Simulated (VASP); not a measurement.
# Si: single point with PBE

The system is Si.

```
CELL_PARAMETERS angstrom
0.00000 2.73556 2.73556
2.73556 0.00000 2.73556
2.73556 2.73556 0.00000
ATOMIC_POSITIONS crystal
Si 0.00000 0.00000 0.00000
Si 0.25000 0.25000 0.25000
```

```json
{
 "Program": "VASP 6.6.1",
 "Task": "single point",
 "Functional": "PBE",
 "Potentials or basis": "VASP PAW PBE potentials, release 64 (Si)",
 "Cutoff": "520 eV",
 "k mesh": "6 × 6 × 6",
 "Occupations": "fermi-dirac, width 0.1 eV",
 "Spin": "no spin polarisation",
 "Dipole correction": "no",
 "Further INCAR settings": "ALGO = Normal; EDIFF = 1e-06; NBANDS = 11"
}
```

```
Pressure               : -0.1 GPa
Band gap on the k mesh : 0.75 eV, indirect (least direct gap 2.55 eV)
```

Levels at points of the mesh, in eV from the valence-band top:
| k point | band 1 | band 2 | band 3 | band 4 | band 5 | band 6 | band 7 | band 8 | band 9 |
| --- | --- | --- | --- | --- | --- | --- | --- | --- | --- |
| (0.00, 0.00, 0.00) | -11.81 | 0.00 | 0.00 | 0.00 | 2.55 | 2.55 | 2.55 | 3.12 | 7.70 |
| (0.50, 0.00, 0.00) | -9.53 | -6.86 | -1.18 | -1.18 | 1.46 | 3.35 | 3.35 | 7.70 | 10.49 |
| (0.50, 0.50, 0.00) | -7.74 | -7.74 | -2.79 | -2.79 | 0.75 | 0.75 | 9.92 | 9.92 | 10.90 |

It took 3.6 s on 1 thread of Intel(R) Xeon(R) 6975P-C (Granite Rapids) (shared host), peak memory 0.15 GiB.

A k mesh can miss the band edges. A hybrid or GW would open this gap; PBE tends to underestimate it.
